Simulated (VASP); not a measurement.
# MnO (Fm-3m) in VASP: a series of runs, part 3 of 3

VASP 6.6.1. The steps go on from the part before.

## Step 5: Single point, revPBE, collinear spin, ferromagnetic start

This run uses another cell than the first one, of 11.42 Å³/atom, 1.038 times its volume.

INCAR

```
  PREC = Accurate
  ENCUT = 520
  EDIFF = 1E-6
  ISMEAR = -1
  SIGMA = 0.05
  LREAL = F
  LASPH = T
  NELM = 150
  ALGO = Normal
  ISIF = 2
  LWAVE = F
  LCHARG = T
  ISPIN = 2
  MAGMOM = 4 0
  LORBIT = 11
  LMAXMIX = 4
  GGA = RE
  LELF = T
  LVHAR = T
  NBANDS = 20
```

KPOINTS

```
regular mesh
0
Gamma
  10 10 10
```

POSCAR

```
MnO
1.0
    0.0000000000      2.2517068584      2.2517068584
    2.2517068584      0.0000000000      2.2517068584
    2.2517068584      2.2517068584      0.0000000000
Mn O
1 1
Direct
    0.0000000000      0.0000000000      0.0000000000
    0.5000000000      0.5000000000      0.5000000000
```

Potentials or basis: VASP PAW PBE potentials, release 64 (Mn_pv, O).

Started as:

```console
cat potpaw_PBE.64/Mn_pv/POTCAR potpaw_PBE.64/O/POTCAR > POTCAR
mpirun -np 1 vasp_std > vasp.out
```

OUTCAR:

```text
PREC = Accurate
   ENCUT = 520
   EDIFF = 1E-6
   ISMEAR = -1
   LREAL = F
   LASPH = T
   NELM = 150
   ISIF = 2
   ISPIN = 2
   LORBIT = 11
   GGA = RE

 ion  position               nearest neighbor table
   1  0.000  0.000  0.000-   2 2.25   2 2.25   2 2.25   2 2.25   2 2.25   2 2.25
   2  0.500  0.500  0.500-   1 2.25   1 2.25   1 2.25   1 2.25   1 2.25   1 2.25

  LATTYP: Found a face centered cubic cell.
 ALAT       =     4.5034137168

  Lattice vectors:

 A1 = (   0.0000000000,   2.2517068584,   2.2517068584)
 A2 = (   2.2517068584,   0.0000000000,   2.2517068584)
 A3 = (   2.2517068584,   2.2517068584,   0.0000000000)

Analysis of symmetry for initial positions (statically):
=====================================================================
 Subroutine PRICEL returns:
 Original cell was already a primitive cell.

 Routine SETGRP: Setting up the symmetry group for a
 face centered cubic supercell.

[... 749 lines left out ...]
      4     -12.3488      1.00000
      5       4.0367      1.00000
      6       4.0367      1.00000
[... 541 lines left out ...]
     19      32.3095      0.00000
     20      34.2624      0.00000

 [... further k-points ...]

------------------------ aborting loop because EDIFF is reached ----------------------------------------

  FORCE on cell =-STRESS in cart. coord.  units (eV):
  Direction    XX          YY          ZZ          XY          YZ          ZX
  --------------------------------------------------------------------------------------
  -------------------------------------------------------------------------------------
  Total        0.0169971      0.0169971      0.0169971     -0.0000000     -0.0000000      0.0000000
  in kB        1.1926714      1.1926714      1.1926714     -0.0000000     -0.0000000      0.0000000
  external PRESSURE =       1.1926714 kB  Pullay stress =       0.0000000 kB

 VOLUME and BASIS-vectors are now :
 -----------------------------------------------------------------------------
  energy-cutoff  :      520.00
  volume of cell :       22.83
      direct lattice vectors                 reciprocal lattice vectors
     0.000000000  2.251706858  2.251706858    -0.222053771  0.222053771  0.222053771
     2.251706858  0.000000000  2.251706858     0.222053771 -0.222053771  0.222053771
     2.251706858  2.251706858  0.000000000     0.222053771  0.222053771 -0.222053771

 POSITION                                       TOTAL-FORCE (eV/Angst)
 -----------------------------------------------------------------------------------
      0.00000      0.00000      0.00000        -0.000000      0.000000      0.000000
      2.25171      2.25171      2.25171         0.000000     -0.000000     -0.000000
 -----------------------------------------------------------------------------------
    total drift:                                0.000000     -0.000000     -0.000000

  FREE ENERGIE OF THE ION-ELECTRON SYSTEM (eV)
  ---------------------------------------------------
  free  energy   TOTEN  =       -15.8135755695 eV

  energy  without entropy=      -15.8078001475  energy(sigma->0) =      -15.81068786

 total charge

# of ion       s       p       d       tot
------------------------------------------
    1        0.195   6.163   4.949  11.307
    2        1.564   3.412   0.000   4.975
--------------------------------------------------
tot          1.758   9.575   4.949  16.282

 magnetization (x)

# of ion       s       p       d       tot
------------------------------------------
    1        0.035   0.026   4.369   4.430
    2        0.029   0.174   0.000   0.203
--------------------------------------------------
tot          0.063   0.200   4.369   4.632
```

OSZICAR:

```text
N       E                     dE             d eps       ncg     rms          rms(c)
DAV:   1     0.170863934975E+03    0.17086E+03   -0.10375E+04  3768   0.111E+03
DAV:   2    -0.950574875046E+01   -0.18037E+03   -0.16785E+03  3856   0.325E+02
DAV:   3    -0.180448258178E+02   -0.85391E+01   -0.84519E+01  4256   0.763E+01
DAV:   4    -0.181101510129E+02   -0.65325E-01   -0.65308E-01  4288   0.690E+00
DAV:   5    -0.181107372347E+02   -0.58622E-03   -0.58621E-03  4204   0.650E-01    0.136E+01
DAV:   6    -0.160855431705E+02    0.20252E+01   -0.10150E+01  5092   0.339E+01    0.134E+01
DAV:   7    -0.158188685120E+02    0.26667E+00   -0.12678E+00  4232   0.155E+01    0.778E+00
DAV:   8    -0.158215681874E+02   -0.26997E-02   -0.11997E-01  4144   0.258E+00    0.457E+00
DAV:   9    -0.158120941994E+02    0.94740E-02   -0.39141E-02  3884   0.206E+00    0.916E-01
DAV:  10    -0.158131026658E+02   -0.10085E-02   -0.52507E-03  3948   0.766E-01    0.211E-01
DAV:  11    -0.158134577699E+02   -0.35510E-03   -0.85173E-04  4236   0.264E-01    0.946E-02
DAV:  12    -0.158135410752E+02   -0.83305E-04   -0.44316E-05  4136   0.767E-02    0.351E-02
DAV:  13    -0.158135650778E+02   -0.24003E-04   -0.18236E-05  4192   0.361E-02    0.341E-02
DAV:  14    -0.158135755626E+02   -0.10485E-04   -0.71877E-06  4124   0.213E-02    0.697E-03
DAV:  15    -0.158135755695E+02   -0.68708E-08   -0.25593E-07  2464   0.457E-03
   1 F= -.15813576E+02 E0= -.15810688E+02  d E =-.577542E-02  mag=     4.8897
```

It took 24 s on 1 thread of Intel Xeon 6975P-C, shared host; peak memory 0.17 GiB.

What came out:

- Free energy: -15.8136 eV
- Pressure: 0.1 GPa
- Net moment: 4.89 μB per cell
- Site moments: Mn +4.43; O +0.20 μB
- Valence electrons inside the program's atomic spheres: Mn 11.31; O 4.97

Levels at points of the mesh, in eV from the Fermi level:
Spin up:
```csv
k point,band 8,band 9,band 10,band 11,band 12,band 13,band 14,band 15,band 16,band 17
"(0.00, 0.00, 0.00)",-3.20,-3.20,-3.20,-2.71,-2.71,-0.64,13.88,16.05,16.05,16.05
"(0.50, 0.00, 0.00)",-2.38,-2.38,-1.94,0.10,0.10,3.44,7.48,11.68,11.68,18.00
"(0.50, 0.50, 0.00)",-4.12,-2.31,-2.13,-2.13,-2.03,4.81,7.68,10.21,13.33,13.33
```
Spin down:
| k point | band 4 | band 5 | band 6 | band 7 | band 8 | band 9 | band 10 | band 11 |
| --- | --- | --- | --- | --- | --- | --- | --- | --- |
| (0.00, 0.00, 0.00) | -19.51 | -3.13 | -3.13 | -3.13 | 0.81 | 0.98 | 0.98 | 0.98 |
| (0.50, 0.00, 0.00) | -18.65 | -6.95 | -4.52 | -4.52 | 2.08 | 2.13 | 2.13 | 3.66 |
| (0.50, 0.50, 0.00) | -18.67 | -6.07 | -4.07 | -4.07 | -0.49 | 2.09 | 2.23 | 2.53 |

Caveat: the PAW data sets were made with another functional, which shifts forces and pressure a little; a cell with one magnetic atom can't hold antiferromagnetic order, which such compounds often take; semilocal functionals often make such compounds metallic where correlation or magnetic order opens a gap, which also shifts bond lengths.

## Step 6: Single point, RPBE, collinear spin, ferromagnetic start

This run uses another cell than the first one, of 11.56 Å³/atom, 1.051 times its volume.

INCAR

```
SYSTEM = MnO
ALGO = Normal
EDIFF = 1E-6
ENCUT = 520
GGA = RP
ISIF = 2
ISMEAR = -1
ISPIN = 2
LASPH = .True.
LCHARG = .True.
LELF = .True.
LMAXMIX = 4
LORBIT = 11
LREAL = .False.
LVHAR = .True.
LWAVE = .False.
MAGMOM = 4 0
NBANDS = 20
NELM = 150
PREC = Accurate
SIGMA = 0.05
```

KPOINTS

```
k-points
0
Gamma
  10 10 10
  0 0 0
```

POSCAR

```
MnO
1.0
    0.0000000000      2.2612687400      2.2612687400
    2.2612687400      0.0000000000      2.2612687400
    2.2612687400      2.2612687400      0.0000000000
Mn O
1 1
Direct
    0.0000000000      0.0000000000      0.0000000000
    0.5000000000      0.5000000000      0.5000000000
```

Potentials or basis: VASP PAW PBE potentials, release 64 (Mn_pv, O).

Started as:

```console
cat potpaw_PBE.64/Mn_pv/POTCAR potpaw_PBE.64/O/POTCAR > POTCAR
mpirun -np 1 vasp_std > vasp.out
```

Run time: 25 s. Hardware: 1 thread of Intel Xeon 6975P-C, shared host; peak memory 0.17 GiB.

It converged, with:

* Free energy: -15.7289 eV
* Pressure: 0.1 GPa
* Net moment: 4.92 μB per cell
* Site moments: Mn +4.46; O +0.20 μB
* Valence electrons inside the program's atomic spheres: Mn 11.29; O 4.98

Levels at points of the mesh, in eV from the Fermi level:
Spin up:
```csv
k point,band 9,band 10,band 11,band 12,band 13,band 14,band 15,band 16
"(0.00, 0.00, 0.00)",-3.21,-3.21,-2.72,-2.72,-0.68,13.85,15.96,15.96
"(0.50, 0.00, 0.00)",-2.41,-1.96,0.06,0.06,3.43,7.40,11.62,11.62
"(0.50, 0.50, 0.00)",-2.34,-2.17,-2.17,-2.07,4.74,7.64,10.15,13.22
```
Spin down:
```tsv
k point	band 3	band 4	band 5	band 6	band 7	band 8	band 9	band 10	band 11	band 12
(0.00, 0.00, 0.00)	-45.65	-19.43	-3.06	-3.06	-3.06	0.80	1.04	1.04	1.04	1.58
(0.50, 0.00, 0.00)	-45.66	-18.59	-6.83	-4.42	-4.42	2.10	2.16	2.16	3.65	3.65
(0.50, 0.50, 0.00)	-45.68	-18.60	-5.96	-3.99	-3.99	-0.41	2.12	2.23	2.55	2.55
```

Caveat: the PAW data sets were made with another functional, which shifts forces and pressure a little; a cell with one magnetic atom can't hold antiferromagnetic order, which such compounds often take; semilocal functionals often make such compounds metallic where correlation or magnetic order opens a gap, which also shifts bond lengths. With open d or f shells a metallic result of RPBE can be an artefact of self-interaction; +U or a hybrid may open a gap.

## Step 7: Summary

```csv
level,potentials or basis,fixed moment (μB),cell,k mesh,cutoff (eV),second run,gap on the mesh (eV),pressure (GPa),moment (μB)
PBE,"VASP PAW PBE potentials, release 64 (Mn_sv, O)",1.0,"a = 3.145 Å, angles 60.0°, 2 atoms",9 × 9 × 9,600,valence_matched,-,-26.7,1.00
PBEsol,"VASP PAW PBE potentials, release 64 (Mn_pv, O)",-,"a = 3.059 Å, angles 60.0°, 2 atoms",10 × 10 × 10,520,-,none,0.5,4.44
RPBE,"VASP PAW PBE potentials, release 64 (Mn_pv, O)",-,"a = 3.145 Å, angles 60.0°, 2 atoms",10 × 10 × 10,520,-,none,5.8,4.82
revPBE,"VASP PAW PBE potentials, release 64 (Mn_pv, O)",-,"a = 3.184 Å, angles 60.0°, 2 atoms",10 × 10 × 10,520,-,none,0.1,4.89
RPBE,"VASP PAW PBE potentials, release 64 (Mn_pv, O)",-,"a = 3.198 Å, angles 60.0°, 2 atoms",10 × 10 × 10,520,-,none,0.1,4.92
```

Alike in all rows: task single point; spin collinear, ferromagnetic start; smearing fermi-dirac 0.05 eV.

Caveats: a cell with one magnetic atom can't hold antiferromagnetic order, which such compounds often take; the PAW data sets were made with another functional, which shifts forces and pressure a little (some runs); semilocal functionals often make such compounds metallic where correlation or magnetic order opens a gap, which also shifts bond lengths (some runs); the total moment is fixed, so each spin has its own Fermi level (some runs).

Total energies depend on the potentials used, so only differences within one code and one set of settings carry meaning.
